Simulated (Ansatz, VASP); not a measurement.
## GaAs: VASP beside Ansatz

The input INCAR:

```
ALGO = Normal
EDIFF = 1E-7
ENCUT = 520
GGA = PS
ISIF = 2
ISMEAR = 0
LASPH = T
LCHARG = F
LREAL = F
LWAVE = F
NBANDS = 16
NELM = 60
PREC = Accurate
SIGMA = 0.05
```

The input KPOINTS:

```
k-points
0
Gamma
  12 12 12
```

POSCAR

```
GaAs
1.0
    0.0000000000      3.2633599460      2.1211839649
    3.2633599460      0.0000000000      2.1211839649
    3.2633599460      3.2633599460      0.0000000000
Ga As
1 1
Direct
    0.0000000000      0.0000000000      0.0000000000
    0.7500000000      0.7500000000      0.7500000000
```

Input for Ansatz:

```yaml
crystal:
  lattice:
    - [0.0, 3.263359946, 2.1211839649]
    - [3.263359946, 0.0, 2.1211839649]
    - [3.263359946, 3.263359946, 0.0]
  atoms:
    - { symbol: Ga, position: [0.0, 0.0, 0.0] }
    - { symbol: As, position: [0.75, 0.75, 0.75] }
basis:
  ecutwfc: 420
kpoints:
  mp_grid: { grid: [12, 12, 12] }
hamiltonian:
  xc: pbesol
scf:
  occupations: { method: gaussian, width: 0.05 }
output:
  forces: true
  stress: true
  eigenvalues: true
```

Alike in both runs: task single point; functional PBEsol; k mesh 12 × 12 × 12; occupations gaussian, width 0.05 eV; no spin polarisation.

|  | VASP | Ansatz |
| --- | --- | --- |
| version | VASP 6.6.1 | Ansatz 0.2.0 |
| potentials or method | VASP PAW PBE potentials, release 64 (Ga_d, As), cutoff 520 eV | scalar-relativistic, plane waves, PAW |
| valence electrons in the cell | 18 | 28 |

VASP gave:

* gap on the k mesh at the Fermi level (eV): none
* pressure (GPa): -3.5
* traceless stress, the component that is largest in VASP (GPa): 5.58

Problem. Estimate Ansatz's values.

Solution. gap on the k mesh at the Fermi level (eV): none; pressure (GPa): -3.6; traceless stress, the component that is largest in VASP (GPa): 5.65.

VASP's potentials were made for PBE, not for PBEsol. A gap of «none» marks a metal or a gap that the smearing closes. VASP's potentials hold 18 valence electrons a cell and Ansatz's 28, so a difference there can come from the potentials and not from the codes.
